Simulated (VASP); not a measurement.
# Ag: electric field gradients with LDA

Ag:

```xyz
1
Lattice="0.0000 2.0014 2.0014 2.0014 0.0000 2.0014 2.0014 2.0014 0.0000" Properties=species:S:1:pos:R:3 pbc="T T T"
Ag    0.0000    0.0000    0.0000
```

This cell differs from its parent crystal: volume scaled by 0.94.

```yaml
Program: VASP 6.6.1
Task: electric field gradients
Functional: LDA
Potentials_or_basis: VASP PAW LDA potentials, release 64 (Ag)
Cutoff: 520 eV
k_mesh: 15 × 15 × 15
Occupations: fermi-dirac, width 0.05 eV
Spin: no spin polarisation
Dipole_correction: no
Further_INCAR_settings: ALGO = Normal; EDIFF = 1e-08; NBANDS = 12
```

```json
{
  "Pressure": "-0.2 GPa"
}
```

Levels at points of the mesh, in eV from the Fermi level:
```tsv
k point	band 3	band 4	band 5	band 6	band 7	band 8	band 9	band 10
(0.00, 0.00, 0.00)	-5.18	-5.18	-4.01	-4.01	15.97	19.84	19.84	19.84
```

It took 23 s on 1 thread of Intel Xeon 8259CL, on a shared host, peak memory 0.14 GiB.

Caveat: without QUAD_EFG the Cq values of the log hold for a quadrupole moment of 1 mb, not for the nuclei.
